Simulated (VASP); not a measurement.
# C in VASP: further runs

C is run at these levels: PBEsol+D3(BJ); tasks: single point.

All numbers are computed with VASP 6.6.1; they aren't measurements. Logs are shortened: lines on timing, memory, paths and dates and some standing lists are left out, and cuts for length are marked.

## (1) The cell of the first run

It takes space group Cmmm (No. 65, orthorhombic). Conventional cell: a = 2.458 Å, b = 4.257 Å, c = 3.529 Å, α = 90.00°, β = 90.00°, γ = 90.00°. Within 1.9 Å of C (site symmetry m2m) lie 3 C at 1.40 to 1.45 Å.

## (2) Single point, PBEsol+D3(BJ) (mode 8 frozen in at +0.000 Å and mode 12 at -0.015 Å (largest displacements))

Input file INCAR:

```
PREC = Accurate ; ENCUT = 600
EDIFF = 1E-6 ; ISMEAR = 0
SIGMA = 0.15 ; LREAL = F
LASPH = T ; NELM = 120
ALGO = Normal ; ISIF = 2
LWAVE = F ; LCHARG = T
GGA = PS ; IVDW = 12
LELF = T ; LVHAR = T
NBANDS = 16 ; GGA_COMPAT = F
```

Input file KPOINTS:

```
Automatic mesh
0
Gamma
  18 12 10
```

Input file POSCAR:

```
C
1.0
   -2.4576582504      0.0000000000      0.0000000000
    0.0000000000      0.0000000000     -3.5294825081
    0.0000000000     -4.2567889574      0.0000000000
C
4
Direct
    0.5000000000      0.0000000000      0.1701904496
    0.0000000000      0.0000000000      0.6701904496
    0.0000000000      0.0000000000      0.3298095504
    0.5000000000      0.0000000000      0.8298095504
```

Potentials or basis: VASP PAW PBE potentials, release 64 (C).

Command:

```
cat potpaw_PBE.64/C/POTCAR > POTCAR
mpirun -np 1 vasp_std > vasp.out
```

OUTCAR:

```text
PREC = Accurate
   ENCUT = 600
   EDIFF = 1E-6
   ISMEAR = 0
   LREAL = F
   LASPH = T
   NELM = 120
   ISIF = 2
   GGA = PS
   IVDW = 12
 IVDW          = 12

 ion  position               nearest neighbor table
   1  0.500  0.000  0.170-   3 1.40   3 1.40   4 1.45
   2  0.000  0.000  0.670-   4 1.40   4 1.40   3 1.45
   3  0.000  0.000  0.330-   1 1.40   1 1.40   2 1.45
   4  0.500  0.000  0.830-   2 1.40   2 1.40   1 1.45

  LATTYP: Found a simple orthorhombic cell.
 ALAT       =     2.4576582504
 B/A-ratio  =     1.4361160701
 C/A-ratio  =     1.7320508076

  Lattice vectors:

 A1 = (  -2.4576582504,   0.0000000000,   0.0000000000)
 A2 = (   0.0000000000,   0.0000000000,  -3.5294825081)
 A3 = (   0.0000000000,  -4.2567889574,   0.0000000000)

Analysis of symmetry for initial positions (statically):
=====================================================================
 Subroutine PRICEL returns following result:

  LATTYP: Found a hexagonal cell.
 ALAT       =     2.4576582504
 C/A-ratio  =     1.4361160700

  Lattice vectors:

 A1 = (  -1.2288291252,  -2.1283944787,   0.0000000000)
 A2 = (  -1.2288291252,   2.1283944787,   0.0000000000)
 A3 = (   0.0000000000,   0.0000000000,  -3.5294825081)

   2 primitive cells build up your supercell.

 Routine SETGRP: Setting up the symmetry group for a
 simple orthorhombic supercell.

 Subroutine GETGRP returns: Found  8 space group operations
 (whereof  8 operations were pure point group operations)
 out of a pool of  8 trial point group operations.

The static configuration has the point symmetry D_2h.

Analysis of symmetry for dynamics (positions and initial velocities):
=====================================================================
 Subroutine PRICEL returns following result:

  LATTYP: Found a hexagonal cell.
 ALAT       =     2.4576582504
 C/A-ratio  =     1.4361160700

  Lattice vectors:

 A1 = (  -1.2288291252,  -2.1283944787,   0.0000000000)
 A2 = (  -1.2288291252,   2.1283944787,   0.0000000000)
 A3 = (   0.0000000000,   0.0000000000,  -3.5294825081)

   2 primitive cells build up your supercell.

 Routine SETGRP: Setting up the symmetry group for a
 simple orthorhombic supercell.

 Subroutine GETGRP returns: Found  8 space group operations
 (whereof  8 operations were pure point group operations)
 out of a pool of  8 trial point group operations.

The dynamic configuration has the point symmetry D_2h.

 Subroutine INISYM returns: Found  8 space group operations
 (whereof  8 operations are pure point group operations),
 and found     2 'primitive' translations

----------------------------------------------------------------------------------------

                                     Primitive cell

  volume of cell :      18.4623

  direct lattice vectors                    reciprocal lattice vectors
    -1.228829125 -2.128394479  0.000000000    -0.406891397 -0.234918858  0.000000000
    -1.228829125  2.128394479  0.000000000    -0.406891397  0.234918858  0.000000000
     0.000000000  0.000000000 -3.529482508     0.000000000  0.000000000 -0.283327654

  length of vectors
     2.457658250  2.457658250  3.529482508     0.469837716  0.469837716  0.283327654

  position of ions in fractional coordinates (direct lattice)
     0.670190450  0.329809550  0.000000000
     0.329809550  0.670190450  0.000000000

  ion indices of the primitive-cell ions
   primitive index   ion index
                 1           1
                 2           4

----------------------------------------------------------------------------------------

 KPOINTS: Automatic mesh

Automatic generation of k-mesh.
 Grid dimensions read from file:
 generate k-points for:   18   12   10

 Generating k-lattice:

  Cartesian coordinates                     Fractional coordinates (reciprocal lattice)
    -0.022605078  0.000000000  0.000000000     0.055555556  0.000000000  0.000000000
     0.000000000  0.000000000 -0.023610638     0.000000000  0.083333333  0.000000000
     0.000000000 -0.023491886  0.000000000     0.000000000  0.000000000  0.100000000

  Length of vectors
     0.022605078  0.023610638  0.023491886

  Shift w.r.t. Gamma in fractional coordinates (k-lattice)
     0.000000000  0.000000000  0.000000000

 Subroutine IBZKPT returns following result:
 ===========================================

 Found    420 irreducible k-points:

 Following reciprocal coordinates:
            Coordinates               Weight
  0.000000  0.000000  0.000000      1.000000
  0.055556  0.000000  0.000000      2.000000
  0.111111  0.000000  0.000000      2.000000
  0.166667  0.000000  0.000000      2.000000
  0.222222  0.000000  0.000000      2.000000
  0.277778  0.000000  0.000000      2.000000
[... 16 lines left out ...]
  0.111111  0.166667  0.000000      4.000000
  0.166667  0.166667  0.000000      4.000000
 [... further k-points ...]
   k-points           NKPTS =    420   k-points in BZ     NKDIM =    420   number of bands    NBANDS=     16
   number of dos      NEDOS =    301   number of ions     NIONS =      4
   total plane-waves  NPLWV =  20160
   dimension x,y,z NGX =    20 NGY =   28 NGZ =   36
   dimension x,y,z NGXF=    40 NGYF=   56 NGZF=   72
   ions per type =               4
   NGX,Y,Z   is equivalent  to a cutoff of  13.53, 13.19, 14.06 a.u.
   NGXF,Y,Z  is equivalent  to a cutoff of  27.06, 26.38, 28.12 a.u.
 SYSTEM =  unknown system
   PREC   = accura    normal or accurate (medium, high low for compatibility)
   ISTART =      0    job   : 0-new  1-cont  2-samecut
   ICHARG =      2    charge: 1-file 2-atom 10-const
   ISPIN  =      1    spin polarized calculation?
   LNONCOLLINEAR =      F non collinear calculations
   LSORBIT =      F    spin-orbit coupling
   LASPH  =      T    aspherical Exc in radial PAW
   ENCUT  =  600.0 eV  44.10 Ry    6.64 a.u.   4.91  7.05  8.50*2*pi/ulx,y,z
   NELM   =    120;   NELMIN=  2; NELMDL= -5     # of ELM steps
   EDIFF  = 0.1E-05   stopping-criterion for ELM
   LREAL  =      F    real-space projection
   EDIFFG = 0.1E-04   stopping-criterion for IOM
   NSW    =      0    number of steps for IOM
   IBRION =     -1    ionic relax: 0-MD 1-quasi-New 2-CG
   NFREE  =      0    steps in history (QN), initial steepest desc. (CG)
   ISIF   =      2    stress and relaxation
   ISYM   =      2    0-nonsym 1-usesym 2-fastsym
   POTIM  = 0.5000    time-step for ionic-motion
   TEBEG  =    0.0;   TEEND  =   0.0 temperature during run
   PSTRESS=    0.0 pullay stress
   NELECT =      16.0000    total number of electrons
   NUPDOWN=      -1.0000    fix difference up-down
   EMIN   =  10.00;   EMAX   =-10.00  energy-range for DOS
   EFERMI =   0.00;   METHOD = LEGACY
   ISMEAR =     0;   SIGMA  =   0.15  broadening in eV -4-tet -1-fermi 0-gaus
   EFERMI_NEDOS =   21; number of points for ismear=-14 and -15
   IALGO  =     38    algorithm
   IMIX   =      4    mixing-type and parameters
     AMIX     =   0.40;   BMIX     =  1.00
     AMIX_MAG =   1.60;   BMIX_MAG =  1.00
  volume/ion in A,a.u.               =       9.23        62.29
  Fermi-wavevector in a.u.,A,eV,Ry     =   1.238825  2.341040 20.880688  1.534687
  Thomas-Fermi vector in A             =   2.373334
   LORBIT       =      0    0 simple, 1 ext, 2 COOP (PROOUT), +10 PAW based schemes
   GGA     = PS    functional components
   LHFCALC =     F    Hartree Fock is set to
   AEXX    =    0.0000 exact exchange contribution
   IVDW    =    12    specifies the selected vdW correction
   LEPSILON=     F    determine dielectric tensor
   LRPA    =     F    only Hartree local field effects (RPA)
 non-spin polarized calculation
 Gauss-broadening in eV      SIGMA  =   0.15
  energy-cutoff  :      600.00
  volume of cell :       36.92
 maximum number of plane-waves:      1256
 NGX is ok and might be reduce to    20
   NGX =  9   NGY = 15   NGZ = 17

 number of electron      16.0000002 magnetization

 Free energy of the ion-electron system (eV)
  ---------------------------------------------------
  ext. energy  EPLUGINS =         0.00000000
  ---------------------------------------------------
  free energy    TOTEN  =       -38.50995702 eV

  energy without entropy =      -38.50951076  energy(sigma->0) =      -38.50973389

 E-fermi :   4.2344     XC(G=0): -10.1926

 val. band max:        4.1736330869   @ k =   0.3333   0.3333   0.0000
 cond. band min:       4.2847039728   @ k =   0.3333   0.1667   0.0000
 fundamental gap:      0.1110708859
 Fermi energy:         4.2343752825

 k-point     1 :       0.0000    0.0000    0.0000
  band No.  band energies     occupation
      1     -15.4164      2.00000
      2     -10.1744      2.00000
      3      -8.8677      2.00000
      4      -2.6618      2.00000
      5      -2.4012      2.00000
      6       0.7931      2.00000
[... 8 lines left out ...]
     15      15.3627      0.00000
     16      15.9714      0.00000

 k-point     2 :       0.0556    0.0000    0.0000
  band No.  band energies     occupation
      1     -15.3612      2.00000
      2     -10.1282      2.00000
      3      -8.8182      2.00000
      4      -2.6420      2.00000
      5      -2.5969      2.00000
      6       0.5796      2.00000
[... 8 lines left out ...]
     15      15.4190      0.00000
     16      15.7779      0.00000

 k-point     3 :       0.1111    0.0000    0.0000
  band No.  band energies     occupation
      1     -15.1958      2.00000
      2      -9.9900      2.00000
      3      -8.6725      2.00000
      4      -3.2979      2.00000
      5      -2.4024      2.00000
      6      -0.0029      2.00000
[... 8 lines left out ...]
     15      15.2232      0.00000
     16      15.5852      0.00000
[... 362 lines left out ...]
 k-point    23 :       0.1111    0.1667    0.0000
  band No.  band energies     occupation
      1     -15.1467      2.00000
      2      -9.9544      2.00000
      3      -8.6419      2.00000
      4      -3.2859      2.00000
      5      -2.8434      2.00000
      6       0.0043      2.00000
[... 8 lines left out ...]
     15      15.8968      0.00000
     16      16.1143      0.00000

 k-point    24 :       0.1667    0.1667    0.0000
  band No.  band energies     occupation
      1     -14.8725      2.00000
      2      -9.7248      2.00000
      3      -8.4081      2.00000
      4      -4.2058      2.00000
      5      -2.5163      2.00000
      6      -0.8214      2.00000
[... 8 lines left out ...]
     15      15.7394      0.00000
     16      16.2973      0.00000

 [... further k-points ...]

------------------------ aborting loop because EDIFF is reached ----------------------------------------

 Edisp (eV)   -0.41848

 E8    (eV) :    -0.2033

  FORCE on cell =-STRESS in cart. coord.  units (eV):
  Direction    XX          YY          ZZ          XY          YZ          ZX
  --------------------------------------------------------------------------------------
  -------------------------------------------------------------------------------------
  Total       1.04235    -0.49503    -0.07418     0.00000     0.00000     0.00000
  in kB      45.22840   -21.47967    -3.21853     0.00000     0.00000     0.00000
  external pressure =        6.84 kB  Pullay stress =        0.00 kB

 VOLUME and BASIS-vectors are now :
 -----------------------------------------------------------------------------
  energy-cutoff  :      600.00
  volume of cell :       36.92
      direct lattice vectors                 reciprocal lattice vectors
    -2.457658250  0.000000000  0.000000000    -0.406891397  0.000000000  0.000000000
     0.000000000  0.000000000 -3.529482508     0.000000000  0.000000000 -0.283327654
     0.000000000 -4.256788957  0.000000000     0.000000000 -0.234918858  0.000000000

 POSITION                                       TOTAL-FORCE (eV/Angst)
 -----------------------------------------------------------------------------------
     -1.22883     -0.72446      0.00000         0.000000      1.607658     -0.000000
      0.00000     -2.85286      0.00000        -0.000000      1.607658      0.000000
      0.00000     -1.40393      0.00000        -0.000000     -1.607658      0.000000
     -1.22883     -3.53232      0.00000         0.000000     -1.607658     -0.000000
 -----------------------------------------------------------------------------------
    total drift:                               -0.000000     -0.000000     -0.000000

  FREE ENERGIE OF THE ION-ELECTRON SYSTEM (eV)
  ---------------------------------------------------
  free  energy   TOTEN  =       -38.9284380529 eV

  energy  without entropy=      -38.9279917968  energy(sigma->0) =      -38.92821492
```

It took 3.1 min on 1 thread of Intel Xeon Platinum 8259CL at 2.50GHz (Skylake/Cascade Lake), shared host; peak memory 0.33 GiB.

Results:

| Item | Value |
| --- | --- |
| Free energy | -38.9284 eV |
| Pressure | 0.7 GPa |
| Largest force | 1.608 eV/Å |
| Band gap on the k mesh | zero (band 8 reaches 4.56 eV, above the bottom of band 9 at 3.94 eV) |
| Dispersion energy per atom | -0.105 eV |

Forces on the atoms (eV/Å):
```
C    0.000  1.608  0.000
C    0.000  1.608  0.000
C    0.000 -1.608  0.000
C    0.000 -1.608  0.000
```

Stress tensor (GPa, compression positive):
```
 4.52  0.00  0.00
 0.00 -2.15  0.00
 0.00  0.00 -0.32
```

Caveat: the cell differs from its parent crystal (mode 8 frozen in at +0.000 Å and mode 12 at -0.015 Å (largest displacements)); the PAW data sets were made with another functional, which shifts forces and pressure a little.

(Part 1 of 3 ends here.)
